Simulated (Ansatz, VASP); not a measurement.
**Two plane-wave programs on CsPbCl3**

```
Pb Cs Cl
1.0
     5.60500    0.00000    0.00000
     0.00000    5.60500    0.00000
     0.00000    0.00000    5.60500
Pb Cs Cl
1 1 3
Direct
  0.50000 0.50000 0.50000
  0.00000 0.00000 0.00000
  0.50000 0.00000 0.50000
  0.00000 0.50000 0.50000
  0.50000 0.50000 0.00000
```

Alike in both runs: functional revPBE; k mesh 5 × 5 × 5; occupations fermi-dirac, width 0.05 eV; no spin polarisation.

|  | VASP | Ansatz |
| --- | --- | --- |
| version | VASP 6.6.1 | Ansatz 0.2.0 |
| potentials or method | VASP PAW PBE potentials, release 64 (Pb_d, Cs_sv, Cl) | Ansatz PAW |
| plane-wave cutoff (eV) | 520 | 420 |
| valence electrons in the cell | 44 | 44 |
| task | single point | band structure |

VASP gave:

* gap on the k mesh at the Fermi level (eV): 3.04
* pressure (GPa): 2.9

Which values does Ansatz return?

gap on the k mesh at the Fermi level (eV): 3.03; pressure (GPa): 2.9.

VASP's potentials were made for PBE, not for revPBE.

Neither program's run includes spin-orbit coupling.
